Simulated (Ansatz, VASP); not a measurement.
# Two plane-wave programs on BaTiO3

Contents of POSCAR:

```
BaTiO3
1.0
    2.8368974874      1.6378835280      2.3209936158
   -2.8368974874      1.6378835280      2.3209936158
    0.0000000000     -3.2757670560      2.3209936158
Ba Ti O
1 1 3
Direct
    0.9999656897      0.9999656897      0.9999656897
    0.5077048750      0.5077048750      0.5077048750
    0.4922539385      0.4922539385      0.9865215584
    0.4922539385      0.9865215584      0.4922539385
    0.9865215584      0.4922539385      0.4922539385
```

INCAR.step1

```
PREC = Accurate ; ENCUT = 520
ISMEAR = 0 ; SIGMA = 0.05
LREAL = F ; LASPH = T
NELM = 150 ; LMAXMIX = 4
LDAU = T ; LDAUTYPE = 2
LDAUL = -1 2 -1 ; LDAUU = 0 4 0
LDAUJ = 0 0 0 ; NBANDS = 28
GGA = PE ; ALGO = Normal
EDIFF = 1E-4 ; LWAVE = T
LCHARG = F
```

The input INCAR.step2:

```
PREC = Accurate ; ENCUT = 520
EDIFF = 1E-6 ; ISMEAR = 0
SIGMA = 0.05 ; LREAL = F
LASPH = T ; NELM = 150
ALGO = Normal ; ISIF = 2
LWAVE = F ; LCHARG = F
LMAXMIX = 4 ; LDAU = T
LDAUTYPE = 2 ; LDAUL = -1 2 -1
LDAUU = 0 4 0 ; LDAUJ = 0 0 0
LDAUPRINT = 1 ; METAGGA = R2SCAN
LMIXTAU = T ; NBANDS = 28
ISTART = 1
```

KPOINTS

```
Automatic mesh
0
Gamma
  6 6 6
```

Input for Ansatz:

```yaml
crystal:
  lattice:
    - [2.8368974874, 1.637883528, 2.3209936158]
    - [-2.8368974874, 1.637883528, 2.3209936158]
    - [0.0, -3.275767056, 2.3209936158]
  atoms:
    - { symbol: Ba, position: [0.9999656897, 0.9999656897, 0.9999656897] }
    - { symbol: Ti, position: [0.507704875, 0.507704875, 0.507704875] }
    - { symbol: O, position: [0.4922539385, 0.4922539385, 0.9865215584] }
    - { symbol: O, position: [0.4922539385, 0.9865215584, 0.4922539385] }
    - { symbol: O, position: [0.9865215584, 0.4922539385, 0.4922539385] }
basis:
  ecutwfc: 500
kpoints:
  mp_grid: { grid: [6, 6, 6] }
hamiltonian:
  xc: r2scan
  hubbard: { sites: [{ species: Ti, l: d, u_eff: 4.0 }] }
scf:
  occupations: { method: gaussian, width: 0.05 }
output:
  forces: true
  stress: true
  eigenvalues: true
  write_density: true
  write_potential: true
  elf: true
  volumetric_format: npy
```

Alike in both runs: task single point; functional r2SCAN; k mesh 6 × 6 × 6; occupations gaussian, width 0.05 eV; no spin polarisation; Hubbard terms Ti d U = 4.0 eV.

|  | VASP | Ansatz |
| --- | --- | --- |
| version | VASP 6.6.1 | Ansatz 0.2.0 |
| potentials or method | VASP PAW PBE potentials, release 64 (Ba_sv, Ti_sv, O), cutoff 520 eV | scalar-relativistic, plane waves, PAW |
| valence electrons in the cell | 40 | 40 |

```tsv
	VASP	Ansatz	Ansatz less VASP
gap on the k mesh at the Fermi level (eV)	2.90	2.89	-0.003
least direct gap on the mesh (eV)	3.20	3.17	-0.032
pressure (GPa)	3.8	0.0	-3.85
traceless stress, the component that is largest in VASP (GPa)	-0.19	0.00	+0.186
rms of the force components (eV/Å)	0.198	0.000	-0.1974
```

VASP's potentials were made for PBE, not for r2SCAN. The programs project onto different local orbitals, so the same U acts differently, and such runs can settle in different states. Atom by atom the forces differ by 0.198 eV/Å (rms over components).

Spin-orbit coupling is off throughout.
